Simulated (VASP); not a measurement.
Set up this calculation in VASP 6.6.1, as the native input.

| Property | Result |
| --- | --- |
| Task | single point |
| Functional | PBE |
| Potentials or basis | VASP PAW PBE potentials, release 64 (Cs_sv, Sc_sv) |
| Cutoff | 520 eV |
| k mesh | 3 × 3 × 4 |
| Occupations | gaussian, width 0.1 eV |
| Spin | no spin polarisation |
| Dipole correction | no |
| Further INCAR settings | ALGO = Fast; EDIFF = 1e-07; NBANDS = 39 |

The structure of CsSc lies in POSCAR:

```
CsSc
1.0
    7.9150219379      0.0000000000      0.0000000000
   -3.9575109690      6.8546100697      0.0000000000
    0.0000000000      0.0000000000      6.4362564191
Cs Sc
3 3
Direct
    0.5000000000      0.0000000000      0.0000000000
    0.5000000000      0.5000000000      0.0000000000
    0.0000000000      0.5000000000      0.0000000000
    0.0000000000      0.0000000000      0.0000000000
    0.3333333333      0.6666666667      0.5000000000
    0.6666666667      0.3333333333      0.5000000000
```

One way to write it, as run:

INCAR

```
PREC = Accurate ; ENCUT = 520
EDIFF = 1E-7 ; ISMEAR = 0
SIGMA = 0.1 ; LREAL = False
LASPH = True ; NELM = 100
ALGO = Fast ; ISIF = 2
LWAVE = False ; LCHARG = False
GGA = PE ; NBANDS = 39
```

KPOINTS

```
Automatic mesh
0
Gamma
  3 3 4
```

Potentials or basis: VASP PAW PBE potentials, release 64 (Cs_sv, Sc_sv).

The run is started by

```console
$ cat potpaw_PBE.64/Cs_sv/POTCAR potpaw_PBE.64/Sc_sv/POTCAR > POTCAR
$ mpirun -np 1 vasp_std > vasp.out
```

Results of the run:

- Pressure: 0.0 GPa
- Band gap on the k mesh: zero (bands 30 and 31 overlap by 0.40 eV)

Caveat: spin-orbit coupling is left out, which moves the levels of the heavy elements.

It took 7.2 min on 1 thread of Intel(R) Xeon(R) 6975P-C (Granite Rapids) (shared host), peak memory 0.47 GiB.
